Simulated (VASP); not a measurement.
# SnO2 (Fm-3m) in VASP: settings compared

SnO2 is run at these levels: LDA, PBEsol; tasks: vibrations by perturbation theory, elastic constants.

Everything below comes from runs of VASP 6.6.1. Logs are shortened: lines on timing, memory, paths and dates and some standing lists are left out, and cuts for length are marked.

**1. The cell of the first run**

It takes space group Fm-3m (No. 225, cubic). The conventional cell has a = 5.148 Å, b = 5.148 Å, c = 5.148 Å, α = 90.00°, β = 90.00°, γ = 90.00°. Sn (site symmetry m-3m) has 8 O at 2.23 Å within 2.9 Å. Within 2.9 Å of O (site symmetry -43m) lie 4 Sn at 2.23 Å and 6 O at 2.57 Å.

**2. Vibrations by perturbation theory, LDA**

File INCAR:

```
PREC = Accurate
ENCUT = 520
EDIFF = 1E-8
ISMEAR = -1
SIGMA = 0.05
LREAL = F
LASPH = T
NELM = 100
ALGO = Normal
ISIF = 2
LWAVE = F
LCHARG = T
NBANDS = 20
IBRION = 8
NSW = 1
```

File KPOINTS:

```
Automatic mesh
0
Gamma
  7 7 7
```

File POSCAR:

```
SnO2
1.0
    0.0000000000      2.5741500000      2.5741500000
    2.5741500000      0.0000000000      2.5741500000
    2.5741500000      2.5741500000      0.0000000000
Sn O
1 2
Direct
    0.0000000000      0.0000000000      0.0000000000
    0.7500000000      0.7500000000      0.7500000000
    0.2500000000      0.2500000000      0.2500000000
```

Potentials or basis: VASP PAW LDA potentials, release 64 (Sn_d, O).

On the command line:

```bash
$ cat potpaw_LDA.64/Sn_d/POTCAR potpaw_LDA.64/O/POTCAR > POTCAR
$ mpirun -np 1 vasp_std > vasp.out
```

OUTCAR:

```text
PREC = Accurate
   ENCUT = 520
   EDIFF = 1E-8
   ISMEAR = -1
   LREAL = F
   LASPH = T
   NELM = 100
   ISIF = 2
   IBRION = 8
   NSW = 1

 ion  position               nearest neighbor table
   1  0.000  0.000  0.000-   2 2.23   3 2.23   2 2.23   2 2.23   2 2.23   3 2.23   3 2.23   3 2.23

   2  0.750  0.750  0.750-   1 2.23   1 2.23   1 2.23   1 2.23
   3  0.250  0.250  0.250-   1 2.23   1 2.23   1 2.23   1 2.23

  LATTYP: Found a face centered cubic cell.
 ALAT       =     5.1483000000

  Lattice vectors:

 A1 = (   0.0000000000,   2.5741500000,   2.5741500000)
 A2 = (   2.5741500000,   0.0000000000,   2.5741500000)
 A3 = (   2.5741500000,   2.5741500000,   0.0000000000)

Analysis of symmetry for initial positions (statically):
=====================================================================
 Subroutine PRICEL returns:
 Original cell was already a primitive cell.

 Routine SETGRP: Setting up the symmetry group for a
 face centered cubic supercell.

 Subroutine GETGRP returns: Found 48 space group operations
 (whereof 48 operations were pure point group operations)
 out of a pool of 48 trial point group operations.

The static configuration has the point symmetry O_h .

Analysis of symmetry for dynamics (positions and initial velocities):
=====================================================================
 Subroutine PRICEL returns:
 Original cell was already a primitive cell.

 Routine SETGRP: Setting up the symmetry group for a
 face centered cubic supercell.

 Subroutine GETGRP returns: Found 48 space group operations
 (whereof 48 operations were pure point group operations)
 out of a pool of 48 trial point group operations.

The dynamic configuration has the point symmetry O_h .

 Subroutine INISYM returns: Found 48 space group operations
 (whereof 48 operations are pure point group operations),
 and found     1 'primitive' translations

----------------------------------------------------------------------------------------

                                     Primitive cell

  volume of cell :      34.1139

  direct lattice vectors                    reciprocal lattice vectors
     0.000000000  2.574150000  2.574150000    -0.194238875  0.194238875  0.194238875
     2.574150000  0.000000000  2.574150000     0.194238875 -0.194238875  0.194238875
     2.574150000  2.574150000  0.000000000     0.194238875  0.194238875 -0.194238875

  length of vectors
     3.640397842  3.640397842  3.640397842     0.336431600  0.336431600  0.336431600

  position of ions in fractional coordinates (direct lattice)
     0.000000000  0.000000000  0.000000000
     0.750000000  0.750000000  0.750000000
     0.250000000  0.250000000  0.250000000

  ion indices of the primitive-cell ions
   primitive index   ion index
                 1           1
                 2           2
                 3           3

----------------------------------------------------------------------------------------

 KPOINTS: Automatic mesh

Automatic generation of k-mesh.
 Grid dimensions read from file:
 generate k-points for:    7    7    7

 Generating k-lattice:

  Cartesian coordinates                     Fractional coordinates (reciprocal lattice)
[... 85 lines left out ...]
   LRPA    =     F    only Hartree local field effects (RPA)
 non-spin polarized calculation
  energy-cutoff  :      520.00
  volume of cell :       34.11
 maximum number of plane-waves:       941
   NGX = 13   NGY = 13   NGZ = 13

--------------------------------------- Ionic step        1  -------------------------------------------

 number of electron      25.9999992 magnetization

 Free energy of the ion-electron system (eV)
  ---------------------------------------------------
  ext. energy  EPLUGINS =         0.00000000
  ---------------------------------------------------
  free energy    TOTEN  =       -20.43827401 eV

  energy without entropy =      -20.43676416  energy(sigma->0) =      -20.43751909

 E-fermi :   7.1300     XC(G=0): -12.1815

 val. band max:        6.9451551398   @ k =  -0.4286   0.4286   0.0000
 cond. band min:       8.4992184429   @ k =   0.1429   0.0000   0.0000
 fundamental gap:      1.5540633030
 Fermi energy:         7.1299757026

 k-point     1 :       0.0000    0.0000    0.0000
  band No.  band energies     occupation
      1     -13.3835      2.00000
      2     -13.3835      2.00000
      3     -13.3835      2.00000
      4     -13.2458      2.00000
      5     -13.2458      2.00000
      6     -12.0509      2.00000
[... 449 lines left out ...]
     19      23.1155      0.00000
     20      25.2784      0.00000

------------------------ aborting loop because EDIFF is reached ----------------------------------------

  FORCE on cell =-STRESS in cart. coord.  units (eV):
  Direction    XX          YY          ZZ          XY          YZ          ZX
  --------------------------------------------------------------------------------------
  -------------------------------------------------------------------------------------
  Total       -2.4278080     -2.4278080     -2.4278080      0.0000000      0.0000000      0.0000000
  in kB     -114.0232407   -114.0232407   -114.0232407      0.0000000      0.0000000      0.0000000
  external PRESSURE =    -114.0232407 kB  Pullay stress =       0.0000000 kB

 VOLUME and BASIS-vectors are now :
 -----------------------------------------------------------------------------
  energy-cutoff  :      520.00
  volume of cell :       34.11
      direct lattice vectors                 reciprocal lattice vectors
     0.000000000  2.574150000  2.574150000    -0.194238875  0.194238875  0.194238875
     2.574150000  0.000000000  2.574150000     0.194238875 -0.194238875  0.194238875
     2.574150000  2.574150000  0.000000000     0.194238875  0.194238875 -0.194238875

 POSITION                                       TOTAL-FORCE (eV/Angst)
 -----------------------------------------------------------------------------------
      0.00000      0.00000      0.00000        -0.000000     -0.000000     -0.000000
      3.86123      3.86123      3.86123         0.000000      0.000000     -0.000000
      1.28707      1.28707      1.28707        -0.000000     -0.000000      0.000000
 -----------------------------------------------------------------------------------
    total drift:                                0.000000     -0.000000      0.000000

  FREE ENERGIE OF THE ION-ELECTRON SYSTEM (eV)
  ---------------------------------------------------
  free  energy   TOTEN  =       -20.4382740071 eV

  energy  without entropy=      -20.4367641639  energy(sigma->0) =      -20.43751909

[... ionic steps 2 to 3 ...]

--------------------------------------- Ionic step        4  -------------------------------------------

------------------------ aborting loop because EDIFF is reached ----------------------------------------

[... ionic steps 5 to 6 ...]

--------------------------------------- Ionic step        7  -------------------------------------------

 Free energy of the ion-electron system (eV)
  ---------------------------------------------------
  ---------------------------------------------------
  free energy    TOTEN  =        -0.35880181 eV

  energy without entropy =       -0.35880181

------------------------ aborting loop because EDIFF is reached ----------------------------------------

 INTERNAL STRAIN TENSOR  FOR ION    2  DIRECTION 1   (eV/Angst):
 -----------------------------------------------------------------------------
     0.00804  0.00000  0.00000
     0.00000 -0.00473  1.15957
     0.00000  1.15957 -0.00473

 INTERNAL STRAIN TENSOR FOR ION    3 for displacements in x,y,z  (eV/Angst):
          X           Y           Z          XY          YZ          ZX
  --------------------------------------------------------------------------------
  x    -0.00000     0.00000     0.00000     0.00000    -1.15957     0.00000
  y     0.00000     0.00000     0.00000     0.00000     0.00000    -1.15957
  z     0.00000     0.00000     0.00000    -1.15957     0.00000     0.00000

 SECOND DERIVATIVES (NOT SYMMETRIZED)
 ------------------------------------
               1X          1Y          1Z          2X          2Y          2Z          3X          3Y          3Z
  1X    -7.029269    0.000000    0.000000    3.514634    0.000000    0.000000    3.514634    0.000000    0.000000
  1Y     0.000000   -7.029269    0.000000    0.000000    3.514634    0.000000    0.000000    3.514634    0.000000
  1Z     0.000000    0.000000   -7.029269    0.000000    0.000000    3.514634    0.000000    0.000000    3.514634
  2X     3.522691    0.000000    0.000000   -8.675759    0.000000    0.000000    5.153068    0.000000    0.000000
  2Y     0.000000    3.522691    0.000000    0.000000   -8.675759    0.000000    0.000000    5.153068    0.000000
  2Z     0.000000    0.000000    3.522691    0.000000    0.000000   -8.675759    0.000000    0.000000    5.153068
  3X     3.522691    0.000000    0.000000    5.153068    0.000000    0.000000   -8.675759    0.000000    0.000000
  3Y     0.000000    3.522691    0.000000    0.000000    5.153068    0.000000    0.000000   -8.675759    0.000000
  3Z     0.000000    0.000000    3.522691    0.000000    0.000000    5.153068    0.000000    0.000000   -8.675759

 Eigenvectors and eigenvalues of the dynamical matrix
 ----------------------------------------------------

   1 f  =   14.533941 THz    91.319446 2PiTHz  484.800095 cm-1    60.107524 meV
             X         Y         Z           dx          dy          dz
      0.000000  0.000000  0.000000    -0.000000   -0.000000    0.000000
      3.861225  3.861225  3.861225    -0.098644    0.700192    0.000000
      1.287075  1.287075  1.287075     0.098644   -0.700192   -0.000000
[... 43 lines left out ...]
   9 f/i=    0.003866 THz     0.024293 2PiTHz    0.128967 cm-1     0.015990 meV
             X         Y         Z           dx          dy          dz
      0.000000  0.000000  0.000000    -0.154267    0.072405    0.871214
      3.861225  3.861225  3.861225    -0.056571    0.026551    0.319480
      1.287075  1.287075  1.287075    -0.056571    0.026551    0.319480

--------------------------------------------------------------------------------------------------------

 ELASTIC MODULI CONTR FROM IONIC RELAXATION (kBar)
 Direction    XX          YY          ZZ          XY          YZ          ZX
 --------------------------------------------------------------------------------
 XX          -0.0000     -0.0000      0.0000     -0.0000     -0.0000      0.0000
 YY          -0.0000     -0.0000      0.0000     -0.0000     -0.0000      0.0000
 ZZ           0.0000      0.0000     -0.0000      0.0000      0.0000     -0.0000
 XY          -0.0000     -0.0000      0.0000     -9.1331     -0.0000      0.0000
 YZ          -0.0000     -0.0000      0.0000     -0.0000     -9.1331      0.0000
 ZX           0.0000      0.0000     -0.0000      0.0000      0.0000     -9.1331
 --------------------------------------------------------------------------------
```

It took 3.1 min on 1 thread of Intel Xeon 8259CL, shared host; peak memory 0.22 GiB.

What came out:

| Item | Value |
| --- | --- |
| Highest phonon frequency at Γ, LO-TO splitting left out | 485 cm⁻¹ |

Phonon frequencies in cm⁻¹ (negative: imaginary):
```csv
q point,frequencies
"(0.000, 0.000, 0.000)",0 0 0 276 276 276 485 485 485
```

Caveat: the cell stands under pressure or tension, which shifts response properties; spin-orbit coupling is left out, which moves the levels of the heavy elements.

**3. Elastic constants, LDA**

File INCAR:

```
SYSTEM = SnO2
PREC     = Accurate       ! precision mode
ENCUT    = 600            ! plane-wave cutoff, eV
EDIFF    = 1E-8           ! SCF threshold, eV
ISMEAR   = -1             ! smearing method
SIGMA    = 0.05           ! smearing width, eV
LREAL    = .FALSE.        ! projectors in reciprocal space
LASPH    = .TRUE.         ! aspherical terms in the spheres
NELM     = 100            ! most SCF steps
ALGO     = Normal         ! electronic algorithm
ISIF     = 3              ! what is computed and relaxed
LWAVE    = .FALSE.        ! write WAVECAR
LCHARG   = .FALSE.        ! write CHGCAR
IBRION   = 6              ! ionic algorithm
NFREE    = 2            
POTIM    = 0.015          ! step
NSW      = 1              ! ionic steps
```

File KPOINTS:

```
regular mesh
0
G
  7 7 7
  0 0 0
```

POSCAR is that of step 2.

Potentials or basis: VASP PAW LDA potentials, release 64 (Sn_d, O).

On the command line:

```bash
$ cat potpaw_LDA.64/Sn_d/POTCAR potpaw_LDA.64/O/POTCAR > POTCAR
$ mpirun -np 1 vasp_std > vasp.out
```

It took 15 min on 1 thread of Intel Xeon 8259CL, shared host; peak memory 0.26 GiB.

Results (log left out):

- Elastic constants C11, C12, C44: 452, 42, 8 GPa
- Voigt bulk modulus: 178 GPa
- Highest phonon frequency at Γ, LO-TO splitting left out: 485 cm⁻¹

Phonon frequencies in cm⁻¹ (negative: imaginary):
| q point | frequencies |
| --- | --- |
| (0.000, 0.000, 0.000) | 0 0 0 276 276 276 485 485 485 |

Elastic tensor in Voigt notation (GPa, in the Cartesian axes of the cell as first typed):
```
452  42  42   0   0   0
 42 452  42   0   0   0
 42  42 452   0   0   0
  0   0   0   8   0   0
  0   0   0   0   8   0
  0   0   0   0   0   8
```

Clamped-ion elastic tensor (GPa):
```
452  42  42   0   0   0
 42 452  42   0   0   0
 42  42 452   0   0   0
  0   0   0   9   0   0
  0   0   0   0   9   0
  0   0   0   0   0   9
```

Caveat: the cell is under stress, which shifts elastic constants; spin-orbit coupling is left out, which moves the levels of the heavy elements.

**4. Elastic constants, PBEsol**

File INCAR:

```
SYSTEM = SnO2
PREC = Accurate
ENCUT = 600
EDIFF = 1E-8
ISMEAR = -1
SIGMA = 0.05
LREAL = .False.
LASPH = .True.
NELM = 80
ALGO = Normal
ISIF = 3
LWAVE = .False.
LCHARG = .False.
GGA = PS
NBANDS = 20
IBRION = 6
NFREE = 2
POTIM = 0.015
NSW = 1
```

File KPOINTS:

```
regular mesh
0
Gamma
  7 7 7
  0 0 0
```

POSCAR is that of step 3.

Potentials or basis: VASP PAW PBE potentials, release 64 (Sn_d, O).

On the command line:

```bash
$ cat potpaw_PBE.64/Sn_d/POTCAR potpaw_PBE.64/O/POTCAR > POTCAR
$ mpirun -np 1 vasp_std > vasp.out
```

Wall time 20 min (1 thread of Intel Xeon Platinum 8375C at 2.90GHz (Ice Lake), shared host); peak memory 0.28 GiB.

It converged, with:

```
Elastic constants C11, C12, C44                         : 454, 46, 10 GPa
Voigt bulk modulus                                      : 182 GPa
Highest phonon frequency at Γ, LO-TO splitting left out : 491 cm⁻¹
```

Phonon frequencies in cm⁻¹ (negative: imaginary):
```
              q point                    frequencies
(0.000, 0.000, 0.000)  0 0 0 284 284 284 491 491 491
```

Elastic tensor in Voigt notation (GPa, in the Cartesian axes of the cell as first typed):
```
454  46  46   0   0   0
 46 454  46   0   0   0
 46  46 454   0   0   0
  0   0   0  10   0   0
  0   0   0   0  10   0
  0   0   0   0   0  10
```

Clamped-ion elastic tensor (GPa):
```
454  46  46   0   0   0
 46 454  46   0   0   0
 46  46 454   0   0   0
  0   0   0  12   0   0
  0   0   0   0  12   0
  0   0   0   0   0  12
```

Caveat: the cell is under stress, which shifts elastic constants; the PAW data sets were made with another functional, which shifts forces and pressure a little; spin-orbit coupling is left out, which moves the levels of the heavy elements.
